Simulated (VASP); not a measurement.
Mn3Si, 4 atoms in the cell. Symmetry: Fm-3m, No. 225, cubic system. Conventional cell: a = 5.312 Å, b = 5.312 Å, c = 5.312 Å, α = 90.00°, β = 90.00°, γ = 90.00°. Mn (site symmetry m-3m) has 8 Mn at 2.30 Å and 6 Si at 2.66 Å within 3.0 Å. Within 3.0 Å of Mn (site symmetry -43m) lie 10 Mn at 2.30 to 2.66 Å and 4 Si at 2.30 Å. Within 3.0 Å of Si (site symmetry m-3m) lie 14 Mn at 2.30 to 2.66 Å. 

* Program: VASP 6.6.1
* Task: single point
* Functional: LDA
* Potentials or basis: VASP PAW LDA potentials, release 64 (Mn_pv, Si)
* Cutoff: 520 eV
* k mesh: 10 × 10 × 10
* Occupations: fermi-dirac, width 0.05 eV
* Spin: no spin polarisation
* Dipole correction: no
* Further INCAR settings: ALGO = Normal; EDIFF = 1e-07; NBANDS = 30

Potentials or basis: VASP PAW LDA potentials, release 64 (Mn_pv, Si).

Run with:

```console
$ cat potpaw_LDA.64/Mn_pv/POTCAR potpaw_LDA.64/Si/POTCAR > POTCAR
$ mpirun -np 1 vasp_std > vasp.out
```

Hardware: 1 thread of Intel(R) Xeon(R) Platinum 8488C (Sapphire Rapids) (shared host).

Task: Estimate the wall time of this run.

Result: Run time: 44 s on 1 thread of Intel(R) Xeon(R) Platinum 8488C (Sapphire Rapids) (shared host), peak memory 0.16 GiB. Counts: scf iterations 17, k points 47.
